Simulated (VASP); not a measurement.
A run of VASP 6.6.1 is set up as follows.

The input INCAR:

```
ALGO = Normal
EDIFF = 1E-6
ENCUT = 520
GGA = PE
ISIF = 2
ISMEAR = -1
LASPH = True
LCHARG = False
LREAL = False
LWAVE = False
NBANDS = 10
NELM = 60
PREC = Accurate
SIGMA = 0.05
```

Contents of KPOINTS:

```
k-points
0
Gamma
  7 7 7
```

POSCAR

```
K
1.0
   -2.6975585167      2.6975585167      2.7515096870
    2.6975585167     -2.6975585167      2.7515096870
    2.6975585167      2.6975585167     -2.7515096870
K
1
Direct
    0.0000000000      0.0000000000      0.0000000000
```

Potentials or basis: VASP PAW PBE potentials, release 64 (K_sv).

Run with:

```console
$ cat potpaw_PBE.64/K_sv/POTCAR > POTCAR
$ mpirun -np 1 vasp_std > vasp.out
```

**Question.** Predict the pressure.

**Answer.** -0.3 GPa.
